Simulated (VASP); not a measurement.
# N in VASP: single point with PBE+D3(BJ)

Aim: the single point of N with PBE+D3(BJ).

Everything below comes from runs of VASP 6.6.1. Logs are shortened: lines on timing, memory, paths and dates and some standing lists are left out, and cuts for length are marked.

## (1) The cell of the first run

The typed cell holds 8 atoms: a = 5.700 Å, b = 5.700 Å, c = 5.700 Å, α = 90.00°, β = 90.00°, γ = 90.00°.

## (2) Single point, PBE+D3(BJ)

The input, INCAR:

```
PREC     = Accurate       # precision mode
ENCUT    = 520            # plane-wave cutoff, eV
EDIFF    = 1E-7           # SCF threshold, eV
ISMEAR   = 0              # smearing method
SIGMA    = 0.02           # smearing width, eV
LREAL    = F              # projectors in reciprocal space
LASPH    = T              # aspherical terms in the spheres
NELM     = 80             # most SCF steps
ALGO     = Normal         # electronic algorithm
ISIF     = 2              # what is computed and relaxed
LWAVE    = F              # write WAVECAR
LCHARG   = F              # write CHGCAR
GGA      = PE             # functional
IVDW     = 12             # dispersion correction
NBANDS   = 30             # bands
```

The input, KPOINTS:

```
regular mesh
0
Gamma
  4 4 4
```

The input, POSCAR:

```
N
1.0
    5.6998369331      0.0000000000      0.0000000000
    0.0000000000      5.6998369331      0.0000000000
    0.0000000000      0.0000000000      5.6998369331
N
8
Direct
    0.0557805189      0.0557805189      0.0557805189
    0.4442194811      0.9442194811      0.5557805189
    0.5557805189      0.4442194811      0.9442194811
    0.9442194811      0.5557805189      0.4442194811
    0.9442021742      0.9442021742      0.9442021742
    0.5557978258      0.0557978258      0.4442021742
    0.4442021742      0.5557978258      0.0557978258
    0.0557978258      0.4442021742      0.5557978258
```

Potentials or basis: VASP PAW PBE potentials, release 64 (N).

Command:

```bash
> cat potpaw_PBE.64/N/POTCAR > POTCAR
> mpirun -np 1 vasp_std > vasp.out
```

OUTCAR:

```text
PREC = Accurate
   ENCUT = 520
   EDIFF = 1E-7
   ISMEAR = 0
   LREAL = F
   LASPH = T
   NELM = 80
   ISIF = 2
   GGA = PE
   IVDW = 12
 IVDW          = 12

 ion  position               nearest neighbor table
   1  0.056  0.056  0.056-   5 1.10
   2  0.444  0.944  0.556-   6 1.10
   3  0.556  0.444  0.944-   7 1.10
   4  0.944  0.556  0.444-   8 1.10
   5  0.944  0.944  0.944-   1 1.10
   6  0.556  0.056  0.444-   2 1.10
   7  0.444  0.556  0.056-   3 1.10
   8  0.056  0.444  0.556-   4 1.10

  LATTYP: Found a simple cubic cell.
 ALAT       =     5.6998369331

  Lattice vectors:

 A1 = (   5.6998369331,   0.0000000000,   0.0000000000)
 A2 = (   0.0000000000,   5.6998369331,   0.0000000000)
 A3 = (   0.0000000000,   0.0000000000,   5.6998369331)

Analysis of symmetry for initial positions (statically):
=====================================================================
 Subroutine PRICEL returns:
 Original cell was already a primitive cell.

 Routine SETGRP: Setting up the symmetry group for a
 simple cubic supercell.

 Subroutine GETGRP returns: Found 12 space group operations
 (whereof  3 operations were pure point group operations)
 out of a pool of 48 trial point group operations.

The static configuration has the point symmetry C_3 .
 The point group associated with its full space group is T   .

Analysis of symmetry for dynamics (positions and initial velocities):
=====================================================================
 Subroutine PRICEL returns:
 Original cell was already a primitive cell.

 Routine SETGRP: Setting up the symmetry group for a
 simple cubic supercell.

 Subroutine GETGRP returns: Found 12 space group operations
 (whereof  3 operations were pure point group operations)
 out of a pool of 48 trial point group operations.

The dynamic configuration has the point symmetry C_3 .
 The point group associated with its full space group is T   .

 Subroutine INISYM returns: Found 12 space group operations
 (whereof  3 operations are pure point group operations),
 and found     1 'primitive' translations

----------------------------------------------------------------------------------------

                                     Primitive cell

  volume of cell :     185.1771

  direct lattice vectors                    reciprocal lattice vectors
     5.699836933  0.000000000  0.000000000     0.175443616  0.000000000  0.000000000
     0.000000000  5.699836933  0.000000000     0.000000000  0.175443616  0.000000000
     0.000000000  0.000000000  5.699836933     0.000000000  0.000000000  0.175443616

  length of vectors
     5.699836933  5.699836933  5.699836933     0.175443616  0.175443616  0.175443616

  position of ions in fractional coordinates (direct lattice)
     0.055780519  0.055780519  0.055780519
     0.444219481  0.944219481  0.555780519
     0.555780519  0.444219481  0.944219481
     0.944219481  0.555780519  0.444219481
     0.944202174  0.944202174  0.944202174
     0.555797826  0.055797826  0.444202174
     0.444202174  0.555797826  0.055797826
     0.055797826  0.444202174  0.555797826

  ion indices of the primitive-cell ions
   primitive index   ion index
                 1           1
                 2           2
                 3           3
                 4           4
                 5           5
                 6           6
                 7           7
                 8           8

----------------------------------------------------------------------------------------

 KPOINTS: regular mesh

Automatic generation of k-mesh.
 Grid dimensions read from file:
 generate k-points for:    4    4    4

 Generating k-lattice:

  Cartesian coordinates                     Fractional coordinates (reciprocal lattice)
     0.043860904  0.000000000  0.000000000     0.250000000  0.000000000  0.000000000
     0.000000000  0.043860904  0.000000000     0.000000000  0.250000000  0.000000000
     0.000000000  0.000000000  0.043860904     0.000000000  0.000000000  0.250000000

  Length of vectors
     0.043860904  0.043860904  0.043860904

  Shift w.r.t. Gamma in fractional coordinates (k-lattice)
     0.000000000  0.000000000  0.000000000

 Subroutine IBZKPT returns following result:
 ===========================================

 Found     11 irreducible k-points:

 Following reciprocal coordinates:
            Coordinates               Weight
  0.000000  0.000000  0.000000      1.000000
  0.250000  0.000000  0.000000      6.000000
  0.500000  0.000000  0.000000      3.000000
  0.250000  0.250000  0.000000     12.000000
  0.500000  0.250000  0.000000      6.000000
 -0.250000  0.500000  0.000000      6.000000
  0.500000  0.500000  0.000000      3.000000
  0.250000  0.250000  0.250000      8.000000
  0.500000  0.250000  0.250000     12.000000
  0.500000  0.500000  0.250000      6.000000
  0.500000  0.500000  0.500000      1.000000
   k-points           NKPTS =     11   k-points in BZ     NKDIM =     11   number of bands    NBANDS=     30
   number of dos      NEDOS =    301   number of ions     NIONS =      8
   total plane-waves  NPLWV =  74088
   dimension x,y,z NGX =    42 NGY =   42 NGZ =   42
   dimension x,y,z NGXF=    84 NGYF=   84 NGZF=   84
   ions per type =               8
   NGX,Y,Z   is equivalent  to a cutoff of  12.25, 12.25, 12.25 a.u.
   NGXF,Y,Z  is equivalent  to a cutoff of  24.50, 24.50, 24.50 a.u.
 SYSTEM =  unknown system
   PREC   = accura    normal or accurate (medium, high low for compatibility)
   ISTART =      0    job   : 0-new  1-cont  2-samecut
   ICHARG =      2    charge: 1-file 2-atom 10-const
   ISPIN  =      1    spin polarized calculation?
   LNONCOLLINEAR =      F non collinear calculations
   LSORBIT =      F    spin-orbit coupling
   LASPH  =      T    aspherical Exc in radial PAW
   ENCUT  =  520.0 eV  38.22 Ry    6.18 a.u.  10.60 10.60 10.60*2*pi/ulx,y,z
   NELM   =     80;   NELMIN=  2; NELMDL= -5     # of ELM steps
   EDIFF  = 0.1E-06   stopping-criterion for ELM
   LREAL  =      F    real-space projection
   EDIFFG = 0.1E-05   stopping-criterion for IOM
   NSW    =      0    number of steps for IOM
   IBRION =     -1    ionic relax: 0-MD 1-quasi-New 2-CG
   NFREE  =      0    steps in history (QN), initial steepest desc. (CG)
   ISIF   =      2    stress and relaxation
   ISYM   =      2    0-nonsym 1-usesym 2-fastsym
   POTIM  = 0.5000    time-step for ionic-motion
   TEBEG  =    0.0;   TEEND  =   0.0 temperature during run
   PSTRESS=    0.0 pullay stress
   NELECT =      40.0000    total number of electrons
   NUPDOWN=      -1.0000    fix difference up-down
   EMIN   =  10.00;   EMAX   =-10.00  energy-range for DOS
   EFERMI =   0.00;   METHOD = LEGACY
   ISMEAR =     0;   SIGMA  =   0.02  broadening in eV -4-tet -1-fermi 0-gaus
   EFERMI_NEDOS =   21; number of points for ismear=-14 and -15
   IALGO  =     38    algorithm
   IMIX   =      4    mixing-type and parameters
     AMIX     =   0.40;   BMIX     =  1.00
     AMIX_MAG =   1.60;   BMIX_MAG =  1.00
  volume/ion in A,a.u.               =      23.15       156.20
  Fermi-wavevector in a.u.,A,eV,Ry     =   0.982273  1.856228 13.127732  0.964861
  Thomas-Fermi vector in A             =   2.113344
   LORBIT       =      0    0 simple, 1 ext, 2 COOP (PROOUT), +10 PAW based schemes
   GGA     = PE    functional components
   LHFCALC =     F    Hartree Fock is set to
   AEXX    =    0.0000 exact exchange contribution
   IVDW    =    12    specifies the selected vdW correction
   LEPSILON=     F    determine dielectric tensor
   LRPA    =     F    only Hartree local field effects (RPA)
 non-spin polarized calculation
 Gauss-broadening in eV      SIGMA  =   0.02
  energy-cutoff  :      520.00
  volume of cell :      185.18
 maximum number of plane-waves:      5030
   NGX = 21   NGY = 21   NGZ = 21

 number of electron      40.0000003 magnetization

 Free energy of the ion-electron system (eV)
  ---------------------------------------------------
  ext. energy  EPLUGINS =         0.00000000
  ---------------------------------------------------
  free energy    TOTEN  =       -66.62287578 eV

  energy without entropy =      -66.62287578  energy(sigma->0) =      -66.62287578

 E-fermi :  -6.5074     XC(G=0):  -6.3470

 val. band max:       -6.6267005290   @ k =   0.5000   0.0000   0.0000
 cond. band min:       0.7628251132   @ k =   0.0000   0.0000   0.0000
 fundamental gap:      7.3895256422
 Fermi energy:        -6.5073517517

 k-point     1 :       0.0000    0.0000    0.0000
  band No.  band energies     occupation
      1     -24.9902      2.00000
      2     -24.9414      2.00000
      3     -24.9414      2.00000
      4     -24.9414      2.00000
      5     -10.1569      2.00000
      6     -10.1569      2.00000
[... 22 lines left out ...]
     29       4.4100      0.00000
     30       7.1959      0.00000

 k-point     2 :       0.2500    0.0000    0.0000
  band No.  band energies     occupation
      1     -24.9831      2.00000
      2     -24.9486      2.00000
      3     -24.9416      2.00000
      4     -24.9415      2.00000
      5     -10.1516      2.00000
      6     -10.1503      2.00000
[... 22 lines left out ...]
     29       4.5421      0.00000
     30       6.1271      0.00000

 k-point     3 :       0.5000    0.0000    0.0000
  band No.  band energies     occupation
      1     -24.9659      2.00000
      2     -24.9659      2.00000
      3     -24.9416      2.00000
      4     -24.9416      2.00000
      5     -10.1450      2.00000
      6     -10.1450      2.00000
[... 22 lines left out ...]
     29       5.0901      0.00000
     30       5.0901      0.00000

 k-point     4 :       0.2500    0.2500    0.0000
  band No.  band energies     occupation
      1     -24.9770      2.00000
      2     -24.9476      2.00000
      3     -24.9475      2.00000
      4     -24.9425      2.00000
      5     -10.1494      2.00000
      6     -10.1364      2.00000
[... 22 lines left out ...]
     29       4.6762      0.00000
     30       6.1907      0.00000

 k-point     5 :       0.5000    0.2500    0.0000
  band No.  band energies     occupation
      1     -24.9622      2.00000
      2     -24.9622      2.00000
      3     -24.9450      2.00000
      4     -24.9450      2.00000
      5     -10.1412      2.00000
      6     -10.1412      2.00000
[... 22 lines left out ...]
     29       5.2074      0.00000
     30       5.2074      0.00000

 k-point     6 :      -0.2500    0.5000    0.0000
  band No.  band energies     occupation
      1     -24.9622      2.00000
      2     -24.9622      2.00000
      3     -24.9450      2.00000
      4     -24.9450      2.00000
      5     -10.1405      2.00000
      6     -10.1405      2.00000
[... 22 lines left out ...]
     29       5.2073      0.00000
     30       5.2073      0.00000

 k-point     7 :       0.5000    0.5000    0.0000
  band No.  band energies     occupation
      1     -24.9535      2.00000
      2     -24.9535      2.00000
      3     -24.9535      2.00000
      4     -24.9535      2.00000
      5     -10.1235      2.00000
      6     -10.1235      2.00000
[... 22 lines left out ...]
     29       5.6534      0.00000
     30       5.6534      0.00000

 k-point     8 :       0.2500    0.2500    0.2500
  band No.  band energies     occupation
      1     -24.9718      2.00000
      2     -24.9475      2.00000
      3     -24.9475      2.00000
      4     -24.9474      2.00000
      5     -10.1447      2.00000
      6     -10.1447      2.00000
[... 22 lines left out ...]
     29       4.8158      0.00000
     30       6.1510      0.00000

 k-point     9 :       0.5000    0.2500    0.2500
  band No.  band energies     occupation
      1     -24.9596      2.00000
      2     -24.9596      2.00000
      3     -24.9474      2.00000
      4     -24.9474      2.00000
      5     -10.1448      2.00000
      6     -10.1448      2.00000
[... 22 lines left out ...]
     29       5.3361      0.00000
     30       5.3361      0.00000

 k-point    10 :       0.5000    0.5000    0.2500
  band No.  band energies     occupation
      1     -24.9534      2.00000
      2     -24.9534      2.00000
      3     -24.9534      2.00000
      4     -24.9534      2.00000
      5     -10.1386      2.00000
      6     -10.1386      2.00000
[... 22 lines left out ...]
     29       5.7752      0.00000
     30       5.7752      0.00000

 k-point    11 :       0.5000    0.5000    0.5000
  band No.  band energies     occupation
      1     -24.9532      2.00000
      2     -24.9532      2.00000
      3     -24.9532      2.00000
      4     -24.9532      2.00000
      5     -10.1532      2.00000
      6     -10.1532      2.00000
[... 22 lines left out ...]
     29       5.9555      0.00000
     30       5.9555      0.00000

------------------------ aborting loop because EDIFF is reached ----------------------------------------

 Edisp (eV)   -0.42028

 E8    (eV) :    -0.0993

  FORCE on cell =-STRESS in cart. coord.  units (eV):
  Direction    XX          YY          ZZ          XY          YZ          ZX
  --------------------------------------------------------------------------------------
  -------------------------------------------------------------------------------------
  Total       2.23735     2.23735     2.23735     0.00000     0.00000     0.00000
  in kB      19.35788    19.35788    19.35788     0.00000     0.00000     0.00000
  external pressure =       19.36 kB  Pullay stress =        0.00 kB

 VOLUME and BASIS-vectors are now :
 -----------------------------------------------------------------------------
  energy-cutoff  :      520.00
  volume of cell :      185.18
      direct lattice vectors                 reciprocal lattice vectors
     5.699836933  0.000000000  0.000000000     0.175443616  0.000000000  0.000000000
     0.000000000  5.699836933  0.000000000     0.000000000  0.175443616  0.000000000
     0.000000000  0.000000000  5.699836933     0.000000000  0.000000000  0.175443616

 POSITION                                       TOTAL-FORCE (eV/Angst)
 -----------------------------------------------------------------------------------
      0.31794      0.31794      0.31794         1.011161      1.011161      1.011161
      2.53198      5.38190      3.16786        -1.011161     -1.011161      1.011161
      3.16786      2.53198      5.38190         1.011161     -1.011161     -1.011161
      5.38190      3.16786      2.53198        -1.011161      1.011161     -1.011161
      5.38180      5.38180      5.38180        -1.011140     -1.011140     -1.011140
      3.16796      0.31804      2.53188         1.011140      1.011140     -1.011140
      2.53188      3.16796      0.31804        -1.011140      1.011140      1.011140
      0.31804      2.53188      3.16796         1.011140     -1.011140      1.011140
 -----------------------------------------------------------------------------------
    total drift:                               -0.000000     -0.000000      0.000000

  FREE ENERGIE OF THE ION-ELECTRON SYSTEM (eV)
  ---------------------------------------------------
  free  energy   TOTEN  =       -67.0431553963 eV

  energy  without entropy=      -67.0431553963  energy(sigma->0) =      -67.04315540
```

Wall time 77 s (1 thread of Intel Xeon Platinum 8259CL at 2.50GHz (Skylake/Cascade Lake), shared host); peak memory 0.26 GiB.

Results:

```
Free energy                : -67.0432 eV
Pressure                   : 1.9 GPa
Largest force              : 1.751 eV/Å
Band gap on the k mesh     : 7.39 eV, indirect (least direct gap 7.41 eV)
Dispersion energy per atom : -0.053 eV
```

Forces in eV/Å, atoms in the order of the input:
```
N    1.011  1.011  1.011
N   -1.011 -1.011  1.011
N    1.011 -1.011 -1.011
N   -1.011  1.011 -1.011
N   -1.011 -1.011 -1.011
N    1.011  1.011 -1.011
N   -1.011  1.011  1.011
N    1.011 -1.011  1.011
```

Caveat: the standard files for N, O and F lose accuracy on very short bonds; forces of over 1 eV/Å act on the atoms, so gaps and moduli don't describe the material at rest. A k mesh can miss the band edges.
